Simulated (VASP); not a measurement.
Al16Au, 17 atoms in the cell. The cell holds a slab with vacuum, 17 atoms: a = 5.632 Å, b = 7.965 Å, c = 21.229 Å, α = 90.00°, β = 90.00°, γ = 90.00°. 

| Quantity | Value |
| --- | --- |
| Program | VASP 6.6.1 |
| Task | single point |
| Functional | PBE |
| Dispersion | D3(BJ) |
| Potentials or basis | VASP PAW PBE potentials, release 64 (Al, Au) |
| Cutoff | 520 eV |
| k mesh | 5 × 4 × 1 |
| Occupations | gaussian, width 0.1 eV |
| Spin | no spin polarisation |
| Dipole correction | yes |
| Further INCAR settings | LREAL = Auto; ALGO = Normal; EDIFF = 1e-06; NBANDS = 44 |

Potentials or basis: VASP PAW PBE potentials, release 64 (Al, Au).

The run is started by

```console
$ cat potpaw_PBE.64/Al/POTCAR potpaw_PBE.64/Au/POTCAR > POTCAR
$ mpirun -np 1 vasp_std > vasp.out
```

Hardware: 1 thread of Intel(R) Xeon(R) 6975P-C (Granite Rapids) (shared host).

Problem. Estimate the wall time of this run.

Solution. Run time: 7.4 min on 1 thread of Intel(R) Xeon(R) 6975P-C (Granite Rapids), on a shared host, peak memory 0.87 GiB. Counts: scf iterations 25, k points 9.
